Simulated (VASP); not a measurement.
A run of VASP 6.6.1:

The input INCAR:

```
SYSTEM = NaAl2
PREC = Accurate
ENCUT = 500
EDIFF = 1E-6
ISMEAR = 0
SIGMA = 0.1
LREAL = .False.
LASPH = .True.
NELM = 120
ALGO = Normal
ISIF = 2
LWAVE = .False.
LCHARG = .False.
GGA = PE
NBANDS = 14
GGA_COMPAT = .False.
```

File KPOINTS:

```
regular mesh
0
Gamma
  3 3 4
  0 0 0
```

File POSCAR:

```
NaAl2
1.0
    6.1777540900      0.0000000000      0.0000000000
   -3.0888770400      5.3500919800      0.0000000000
    0.0000000000      0.0000000000      3.7869632600
Na Al
1 2
Direct
    0.6666666700      0.3333333300      0.5000000000
    0.0000000000      0.0000000000      0.0000000000
    0.3333333300      0.6666666700      0.5000000000
```

Potentials or basis: VASP PAW PBE potentials, release 64 (Na_pv, Al).

Command:

```console
$ cat potpaw_PBE.64/Na_pv/POTCAR potpaw_PBE.64/Al/POTCAR > POTCAR
$ mpirun -np 1 vasp_std > vasp.out
```

Hardware: 1 thread of Intel(R) Xeon(R) Platinum 8488C (Sapphire Rapids) (shared host).

Question: How long does it take, and how much memory?

Answer: Run time: 12 s on 1 thread of Intel(R) Xeon(R) Platinum 8488C (Sapphire Rapids), with other jobs on the host, peak memory 0.23 GiB. Counts: scf iterations 11, k points 9.
